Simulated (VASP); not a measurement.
# WC (P1) in VASP: notebook, part 2 of 3

VASP 6.6.1.

**4. Single point, PBE**

File INCAR:

```
SYSTEM = WC
ALGO = Normal
EDIFF = 1E-6
ENCUT = 520
GGA = PE
ISIF = 2
ISMEAR = -1
LASPH = .TRUE.
LCHARG = .FALSE.
LREAL = Auto
LWAVE = .FALSE.
NBANDS = 86
NELM = 60
PREC = Accurate
SIGMA = 0.24
```

File KPOINTS:

```
k-points
0
G
  2 3 2
  0 0 0
```

File POSCAR:

```
WC
1.0
   -3.0376710000     -5.2614010000      0.0000000000
    4.5565070000     -2.6307000000      0.0000000000
    0.0000000000      0.0000000000      5.9242650000
W C
8 8
Direct
    0.7511210691      0.5364545010      0.0582350722
    0.7603461367      0.4890767005      0.5321335220
    0.5062167777     -0.0028925611     -0.0066674938
    0.4465245438      0.0122231037      0.4803633869
    0.2591888489      0.4987659297      0.0156981499
    0.2337682754      0.5152436090      0.5404383497
   -0.0015677062     -0.0318362675     -0.0024475610
   -0.0242634570     -0.0411070146      0.5103755487
    0.4959440172      0.6603336193      0.3212381620
    0.5190478388      0.6416091466      0.7419485793
    0.2815694626      0.1852549313      0.2057301623
    0.2833199497      0.1670430430      0.7644830203
    0.0190449652      0.6410068806      0.2976402980
    0.0450856454      0.6940306155      0.7542876627
    0.7537980193      0.1535585006      0.3135578844
    0.7598751055      0.1352462690      0.7877095302
```

Potentials or basis: VASP PAW PBE potentials, release 64 (W_sv, C).

Launch:

```bash
$ cat potpaw_PBE.64/W_sv/POTCAR potpaw_PBE.64/C/POTCAR > POTCAR
$ mpirun -np 1 vasp_std > vasp.out
```

OUTCAR:

```text
SYSTEM = WC
   EDIFF = 1E-6
   ENCUT = 520
   GGA = PE
   ISIF = 2
   ISMEAR = -1
   LASPH = .TRUE.
   LREAL = Auto
   NELM = 60
   PREC = Accurate

 ion  position               nearest neighbor table
   1  0.751  0.536  0.058-  13 2.23   9 2.29  10 2.41  15 2.52  16 2.65  14 2.67   7 2.75   2 2.82
                             3 2.87   5 3.01   5 3.10   2 3.13   3 3.23   7 3.37
   2  0.760  0.489  0.532-  10 2.08  15 2.19   9 2.23  13 2.24  16 2.40  14 2.43   8 2.80   1 2.82
                             6 2.88   8 3.08   1 3.13   4 3.17   6 3.20   4 3.36
   3  0.506  0.997  0.993-  16 2.09  11 2.10  12 2.11  10 2.39  15 2.56   9 2.63   1 2.87   4 2.91
                             7 2.99   5 3.02   5 3.04   4 3.06   7 3.09   1 3.23
   4  0.447  0.012  0.480-   9 2.10  12 2.12  11 2.12  15 2.24  10 2.53  16 2.71   8 2.88   3 2.91
                             6 2.94   6 2.97   3 3.06   2 3.17   8 3.23   2 3.36
   5  0.259  0.499  0.016-  11 2.00  14 2.27  12 2.30  13 2.34  10 2.38   9 2.46   6 2.82   7 2.94
                             1 3.01   3 3.02   3 3.04   1 3.10   6 3.11   7 3.21
   6  0.234  0.515  0.540-  14 1.95  13 2.05   9 2.19  10 2.21  12 2.28  11 2.65   8 2.82   5 2.82
                             2 2.88   4 2.94   4 2.97   5 3.11   2 3.20   8 3.33
   7  0.998  0.968  0.998-  14 2.06  16 2.10  11 2.41  12 2.45  13 2.48  15 2.58   1 2.75   8 2.89
                             5 2.94   3 2.99   8 3.04   3 3.09   5 3.21   1 3.37
   8  0.976  0.959  0.510-  14 2.05  15 2.06  13 2.11  16 2.30  12 2.64   2 2.80   6 2.82   4 2.88
                             7 2.89   7 3.04   2 3.08   4 3.23   6 3.33
   9  0.496  0.660  0.321-   4 2.10   6 2.19   2 2.23   1 2.29   5 2.46   3 2.63
  10  0.519  0.642  0.742-   2 2.08   6 2.21   5 2.38   3 2.39   1 2.41   4 2.53
  11  0.282  0.185  0.206-   5 2.00   3 2.10   4 2.12   7 2.41   6 2.65
  12  0.283  0.167  0.764-   3 2.11   4 2.12   6 2.28   5 2.30   7 2.45   8 2.64
  13  0.019  0.641  0.298-   6 2.05   8 2.11   1 2.23   2 2.24   5 2.34   7 2.48
  14  0.045  0.694  0.754-   6 1.95   8 2.05   7 2.06   5 2.27   2 2.43   1 2.67
  15  0.754  0.154  0.314-   8 2.06   2 2.19   4 2.24   1 2.52   3 2.56   7 2.58
  16  0.760  0.135  0.788-   3 2.09   7 2.10   8 2.30   2 2.40   1 2.65   4 2.71

  LATTYP: Found a simple orthorhombic cell.
 ALAT       =     5.2614008145
 B/A-ratio  =     1.1259862552
 C/A-ratio  =     1.1547005521

  Lattice vectors:

 A1 = (   4.5565070000,  -2.6307000000,   0.0000000000)
 A2 = (   0.0000000000,   0.0000000000,   5.9242650000)
 A3 = (  -3.0376710000,  -5.2614010000,   0.0000000000)

Analysis of symmetry for initial positions (statically):
=====================================================================
 Subroutine PRICEL returns:
 Original cell was already a primitive cell.

 Routine SETGRP: Setting up the symmetry group for a
 simple orthorhombic supercell.

 Subroutine GETGRP returns: Found  1 space group operations
 (whereof  1 operations were pure point group operations)
 out of a pool of  8 trial point group operations.

The static configuration has the point symmetry C_1 .

Analysis of symmetry for dynamics (positions and initial velocities):
=====================================================================
 Subroutine PRICEL returns:
 Original cell was already a primitive cell.

 Routine SETGRP: Setting up the symmetry group for a
 simple orthorhombic supercell.

 Subroutine GETGRP returns: Found  1 space group operations
 (whereof  1 operations were pure point group operations)
 out of a pool of  8 trial point group operations.

The dynamic configuration has the point symmetry C_1 .

 Subroutine INISYM returns: Found  1 space group operations
 (whereof  1 operations are pure point group operations),
[... 92 lines left out ...]
   dimension x,y,z NGX =    48 NGY =   40 NGZ =   48
   dimension x,y,z NGXF=    96 NGYF=   80 NGZF=   96
   ions per type =               8   8
   NGX,Y,Z   is equivalent  to a cutoff of  13.13, 12.64, 13.47 a.u.
   NGXF,Y,Z  is equivalent  to a cutoff of  26.27, 25.28, 26.94 a.u.
 SYSTEM =  WC
   PREC   = accura    normal or accurate (medium, high low for compatibility)
   ISTART =      0    job   : 0-new  1-cont  2-samecut
   ICHARG =      2    charge: 1-file 2-atom 10-const
   ISPIN  =      1    spin polarized calculation?
   LNONCOLLINEAR =      F non collinear calculations
   LSORBIT =      F    spin-orbit coupling
   LASPH  =      T    aspherical Exc in radial PAW
   ENCUT  =  520.0 eV  38.22 Ry    6.18 a.u.  11.30  9.78 11.02*2*pi/ulx,y,z
   NELM   =     60;   NELMIN=  2; NELMDL= -5     # of ELM steps
   EDIFF  = 0.1E-05   stopping-criterion for ELM
   LREAL  =      T    real-space projection
   EDIFFG = 0.1E-04   stopping-criterion for IOM
   NSW    =      0    number of steps for IOM
   IBRION =     -1    ionic relax: 0-MD 1-quasi-New 2-CG
   NFREE  =      0    steps in history (QN), initial steepest desc. (CG)
   ISIF   =      2    stress and relaxation
   ISYM   =      2    0-nonsym 1-usesym 2-fastsym
   POTIM  = 0.5000    time-step for ionic-motion
   TEBEG  =    0.0;   TEEND  =   0.0 temperature during run
   PSTRESS=    0.0 pullay stress
   NELECT =     144.0000    total number of electrons
   NUPDOWN=      -1.0000    fix difference up-down
   EMIN   =  10.00;   EMAX   =-10.00  energy-range for DOS
   EFERMI =   0.00;   METHOD = LEGACY
   ISMEAR =    -1;   SIGMA  =   0.24  broadening in eV -4-tet -1-fermi 0-gaus
   EFERMI_NEDOS =   21; number of points for ismear=-14 and -15
   IALGO  =     38    algorithm
   IMIX   =      4    mixing-type and parameters
     AMIX     =   0.40;   BMIX     =  1.00
     AMIX_MAG =   1.60;   BMIX_MAG =  1.00
  volume/ion in A,a.u.               =      11.84        79.87
  Fermi-wavevector in a.u.,A,eV,Ry     =   1.494262  2.823746 30.379351  2.232819
  Thomas-Fermi vector in A             =   2.606557
   LORBIT       =      0    0 simple, 1 ext, 2 COOP (PROOUT), +10 PAW based schemes
   GGA     = PE    functional components
   LHFCALC =     F    Hartree Fock is set to
   AEXX    =    0.0000 exact exchange contribution
   IVDW    =     0    specifies the selected vdW correction
   LEPSILON=     F    determine dielectric tensor
   LRPA    =     F    only Hartree local field effects (RPA)
 non-spin polarized calculation
  energy-cutoff  :      520.00
  volume of cell :      189.37
 maximum number of plane-waves:      5116
 NGX is ok and might be reduce to    48
   NGX = 23   NGY = 19   NGZ = 23

 number of electron     144.0000000 magnetization

 Free energy of the ion-electron system (eV)
  ---------------------------------------------------
  ext. energy  EPLUGINS =         0.00000000
  ---------------------------------------------------
  free energy    TOTEN  =      -170.31805496 eV

  energy without entropy =     -169.15871605  energy(sigma->0) =     -169.73838550

 E-fermi :   9.6527     XC(G=0): -13.0153

 val. band max:        9.5842609605   @ k =   0.0000   0.0000   0.5000
 cond. band min:       9.7198756192   @ k =   0.5000  -0.0000   0.0000
 fundamental gap:      0.1356146586
 Fermi energy:         9.6526724868

 k-point     1 :       0.0000    0.0000    0.0000
  band No.  band energies     occupation
      1     -64.9317      2.00000
      2     -64.8355      2.00000
      3     -64.8300      2.00000
      4     -64.7294      2.00000
      5     -64.7030      2.00000
      6     -64.6870      2.00000
[... 685 lines left out ...]
     83      12.6658      0.00001
     84      12.7847      0.00000
 [bands above 84 left out]

------------------------ aborting loop because EDIFF is reached ----------------------------------------

  FORCE on cell =-STRESS in cart. coord.  units (eV):
  Direction    XX          YY          ZZ          XY          YZ          ZX
  --------------------------------------------------------------------------------------
  -------------------------------------------------------------------------------------
  Total      -12.9215800    -19.4012206    -15.9115549     -2.0634321      1.6518012      0.1539852
  in kB     -109.3250227   -164.1470226   -134.6221672    -17.4579856     13.9753193      1.3028153
  external PRESSURE =    -136.0314042 kB  Pullay stress =       0.0000000 kB

 VOLUME and BASIS-vectors are now :
 -----------------------------------------------------------------------------
  energy-cutoff  :      520.00
  volume of cell :      189.37
      direct lattice vectors                 reciprocal lattice vectors
    -3.037671000 -5.261401000  0.000000000    -0.082299875 -0.142547594  0.000000000
     4.556507000 -2.630700000  0.000000000     0.164599781 -0.095031719  0.000000000
     0.000000000  0.000000000  5.924265000     0.000000000  0.000000000  0.168797311

 POSITION                                       TOTAL-FORCE (eV/Angst)
 -----------------------------------------------------------------------------------
      0.16270     -5.36320      0.34500        -2.361597      1.973197     -2.184309
     -0.08120     -5.28710      3.15250        -0.556584      1.286644      0.115916
      3.00561     -5.28650      5.88476        -0.435570     -0.082905      0.857324
     -1.30070     -2.38150      2.84580        -2.400762     -3.061676      2.045313
      1.48530     -2.67580      0.09300        -0.076969     -0.512995     -0.371931
      1.63760     -2.58540      3.20170        -4.939686     -2.173306     -2.566722
[... 8 lines left out ...]
     -1.59010     -4.37000      1.85760         1.064734      0.934723     -2.390298
     -1.69200     -4.35380      4.66660         1.409353     -0.851114     -1.024141
 -----------------------------------------------------------------------------------
    total drift:                                0.024552      0.000335      0.026336

  FREE ENERGIE OF THE ION-ELECTRON SYSTEM (eV)
  ---------------------------------------------------
  free  energy   TOTEN  =      -170.3180549581 eV

  energy  without entropy=     -169.1587160469  energy(sigma->0) =     -169.73838550
```

Wall time 10 min (1 thread of Intel Xeon 8259CL, shared host); peak memory 0.33 GiB.

What came out:

```yaml
Free_energy: -170.3181 eV
Pressure: -13.6 GPa
Largest_force: 5.976 eV/Å
Band_gap_on_the_k_mesh: zero (bands 72 and 73 overlap by 0.19 eV)
```

Forces on the atoms (eV/Å):
```
W   -2.362  1.973 -2.184
W   -0.557  1.287  0.116
W   -0.436 -0.083  0.857
W   -2.401 -3.062  2.045
W   -0.077 -0.513 -0.372
W   -4.940 -2.173 -2.567
W    1.953 -2.512  2.224
W    2.923 -3.028  0.792
C   -0.500 -0.151 -3.012
C    1.758  0.131  2.978
C   -0.842  1.991  2.132
C    1.510  1.862 -0.024
C    1.681  1.109 -2.550
C   -0.186  3.085  2.978
C    1.065  0.935 -2.390
C    1.409 -0.851 -1.024
```

Levels at points of the mesh, in eV from the Fermi level:
```csv
k point,band 70,band 71,band 72,band 73,band 74,band 75
"(0.00, 0.00, 0.00)",-0.36,-0.27,-0.11,0.11,0.31,0.84
"(0.50, 0.00, 0.00)",-0.51,-0.40,0.07,0.22,0.36,0.58
"(0.00, 0.00, 0.50)",-0.83,-0.35,-0.07,0.28,0.59,0.82
"(0.50, 0.00, 0.50)",-0.73,-0.61,-0.46,-0.13,0.25,0.34
```

Caveat: the k points lie up to 0.53 Å⁻¹ apart; spin-orbit coupling is left out, which moves the levels of the heavy elements; forces of over 1 eV/Å act on the atoms, so gaps and moduli don't describe the material at rest.

**5. Single point, PBE**

File INCAR:

```
PREC = Accurate ; ENCUT = 520
EDIFF = 1E-6 ; ISMEAR = -1
SIGMA = 0.24 ; LREAL = Auto
LASPH = T ; NELM = 80
ALGO = Normal ; ISIF = 2
LWAVE = F ; LCHARG = F
GGA = PE ; NBANDS = 86
```

File KPOINTS:

```
regular mesh
0
Gamma
  2 3 2
```

File POSCAR:

```
WC
1.0
   -3.0376710000     -5.2614010000      0.0000000000
    4.5565070000     -2.6307000000      0.0000000000
    0.0000000000      0.0000000000      5.9242650000
W C
8 8
Direct
    0.6939528573      0.5064187260      0.0058910261
    0.7292476210      0.5161880252      0.5114727312
    0.5076898817      0.0121792484      0.0176899582
    0.4898689636     -0.0085897499      0.5223601578
    0.2292424269      0.4844199893      0.0138751389
    0.2322614815      0.4872008244      0.4988973316
   -0.0155620519      0.0399050426      0.0041524138
   -0.0115590593      0.0104218825      0.5399488375
    0.4535357160      0.6888154220      0.2215633501
    0.5158417404      0.6963354814      0.7453751647
    0.2055316736      0.1549076090      0.2923569422
    0.2256478608      0.1940837494      0.7267399416
   -0.0188925748      0.6695941811      0.2752746543
   -0.0088078758      0.6703697747      0.7941407078
    0.7120460171      0.1902688917      0.2738736366
    0.7501252281      0.1985366536      0.7761637942
```

Launch:

```bash
$ cat potpaw_PBE.64/W_sv/POTCAR potpaw_PBE.64/C/POTCAR > POTCAR
$ mpirun -np 1 vasp_std > vasp.out
```

Run time: 8.6 min. Hardware: 1 thread of Intel Xeon 8259CL, shared host; peak memory 0.33 GiB.

Results (log left out):

```yaml
Free_energy: -173.4123 eV
Pressure: -22.6 GPa
Largest_force: 4.437 eV/Å
Band_gap_on_the_k_mesh: zero (bands 72 and 73 overlap by 0.23 eV)
```

Forces on the atoms (eV/Å):
```
W   -1.438 -4.044  1.124
W   -1.411 -0.610 -0.196
W    1.113  1.880 -0.612
W    2.639 -0.193 -1.894
W    2.326  0.405 -0.196
W    2.763 -1.081  0.666
W   -2.343  1.314  2.506
W   -0.537  1.949 -3.298
C   -1.272 -0.452  2.475
C   -0.152  1.876  1.038
C    0.183 -1.876 -1.854
C   -1.740 -0.584  3.238
C    0.350  0.533 -0.158
C    0.578 -0.139 -1.471
C   -0.809 -0.278 -0.401
C   -0.250  1.299 -0.966
```

Stress tensor (GPa, compression positive):
```
-21.33  -0.45  -1.18
 -0.45 -20.39  -0.14
 -1.18  -0.14 -26.20
```

Levels at points of the mesh, in eV from the Fermi level:
```tsv
k point	band 68	band 69	band 70	band 71	band 72	band 73	band 74	band 75	band 76	band 77
(0.00, 0.00, 0.00)	-1.06	-0.67	-0.58	-0.33	0.12	0.31	0.52	0.88	1.07	1.75
(0.50, 0.00, 0.00)	-1.18	-1.04	-0.77	-0.22	0.09	0.29	0.48	0.77	0.95	1.26
(0.00, 0.00, 0.50)	-1.12	-1.05	-0.99	-0.24	-0.01	0.25	0.55	0.67	1.00	1.86
(0.50, 0.00, 0.50)	-1.27	-1.13	-0.94	-0.77	-0.72	-0.11	0.29	0.49	0.68	1.77
```

Caveat: the k points lie up to 0.53 Å⁻¹ apart; the atoms stand as in a frame of molecular dynamics; spin-orbit coupling is left out, which moves the levels of the heavy elements; forces of over 1 eV/Å act on the atoms, so gaps and moduli don't describe the material at rest.

(Continued in part 3 of 3.)
